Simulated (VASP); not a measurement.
A run of VASP 6.6.1 is set up as follows.

File INCAR:

```
  PREC = Accurate
  ENCUT = 520
  EDIFF = 1E-8
  ISMEAR = -1
  SIGMA = 0.05
  LREAL = False
  LASPH = True
  NELM = 80
  ALGO = Normal
  ISIF = 2
  LWAVE = False
  LCHARG = False
  GGA = PE
  LEFG = True
  NBANDS = 14
```

Contents of KPOINTS:

```
regular mesh
0
Gamma
  15 15 15
```

File POSCAR:

```
HfB
1.0
    0.0000000000      2.2985359094      2.3331000000
    2.2985359094      0.0000000000      2.3331000000
    2.2985359094      2.2985359094      0.0000000000
Hf B
1 1
Direct
    0.5000000000      0.5000000000      0.5000000000
    0.0000000000      0.0000000000      0.0000000000
```

Potentials or basis: VASP PAW PBE potentials, release 64 (Hf_pv, B).

The run is started by

```sh
$ cat potpaw_PBE.64/Hf_pv/POTCAR potpaw_PBE.64/B/POTCAR > POTCAR
$ mpirun -np 1 vasp_std > vasp.out
```

Q: Estimate the pressure.

A: 30.8 GPa.

Electric field gradients, principal values (V/Å²):
```tsv
atom	least	middle	greatest (by size)
1 Hf	-11.918	-11.919	23.837
2 B	-0.169	-0.169	0.339
```

Caveat: without QUAD_EFG the Cq values of the log hold for a quadrupole moment of 1 mb, not for the nuclei.
